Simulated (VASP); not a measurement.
The system is Hf2Cl.

```xyz
3
Lattice="-1.8558 1.8558 4.5526 1.8558 -1.8558 4.5526 1.8558 1.8558 -4.5526" Properties=species:S:1:pos:R:3 pbc="T T T"
Hf    0.0000    0.0000    6.0550
Hf    0.0000    0.0000    3.0503
Cl    0.0000    0.0000    0.0000
```

| Property | Result |
| --- | --- |
| Program | VASP 6.6.1 |
| Task | relaxation of cell and atoms |
| Functional | PBE |
| Potentials or basis | VASP PAW PBE potentials, release 64 (Hf_pv, Cl) |
| Cutoff | 600 eV |
| k mesh | 6 × 6 × 6 |
| Occupations | gaussian, width 0.1 eV |
| Spin | no spin polarisation |

At the start: pressure 1.2 GPa; volume 20.91 Å³/atom.

**Question.** Where does the relaxation end?

**Answer.** Over 21 steps the energy falls by 502.7 meV/atom and the volume is 21.44 Å³/atom (+2.6 %); space group I4/mmm (No. 139, to 0.1 Å) before and after.

Step by step:
| step | energy change (eV) | largest force (eV/Å) | pressure (GPa) | volume (Å³) |
| --- | --- | --- | --- | --- |
| 1 | 0.0000 | 0.4706 | 1.16 | 62.72 |
| 2 | -0.3302 | 0.5277 | -1.64 | 63.89 |
| 3 | -0.5669 | 0.0488 | -3.57 | 64.76 |
| 4 | -0.9503 | 1.4303 | -8.28 | 65.11 |
| 5 | -1.1878 | 1.4643 | -5.65 | 62.31 |
| 6 | -1.2388 | 1.4491 | -3.26 | 60.82 |
| 7 | -1.2405 | 1.4430 | -2.73 | 60.53 |
| 8 | -1.3286 | 1.1549 | -0.81 | 59.56 |
| 9 | -1.3788 | 0.3099 | 3.42 | 57.87 |
| 10 | -1.3815 | 0.5179 | 2.49 | 58.20 |
| 11 | -1.4132 | 0.3588 | 1.60 | 59.16 |
| 12 | -1.4622 | 0.2346 | -0.43 | 62.10 |
| 13 | -1.4666 | 0.0433 | -2.71 | 68.25 |
| 14 | -1.4843 | 0.3283 | -1.30 | 64.16 |
| 15 | -1.4871 | 0.1687 | -2.01 | 66.18 |
| 16 | -1.4859 | 0.5383 | 0.85 | 65.54 |
| 17 | -1.4982 | 0.1507 | -0.63 | 65.86 |
| 18 | -1.5048 | 0.0925 | -0.35 | 65.21 |
| 19 | -1.5079 | 0.0460 | 0.05 | 64.40 |
| 20 | -1.5079 | 0.0419 | 0.08 | 64.32 |
| 21 | -1.5082 | 0.0092 | -0.12 | 64.33 |

Final structure:
```xyz
3
Lattice="-1.5627 1.5627 6.5859 1.5627 -1.5627 6.5859 1.5627 1.5627 -6.5859" Properties=species:S:1:pos:R:3 pbc="T T T"
Hf    0.0000    0.0000    8.8671
Hf    0.0000    0.0000    4.3047
Cl    0.0000    0.0000    0.0000
```

Caveat: a cell axis changed by over 15 % at a fixed basis, so the end point is rough; an odd number of electrons without spin polarisation forces a metal; a magnetic or distorted state may lie lower.
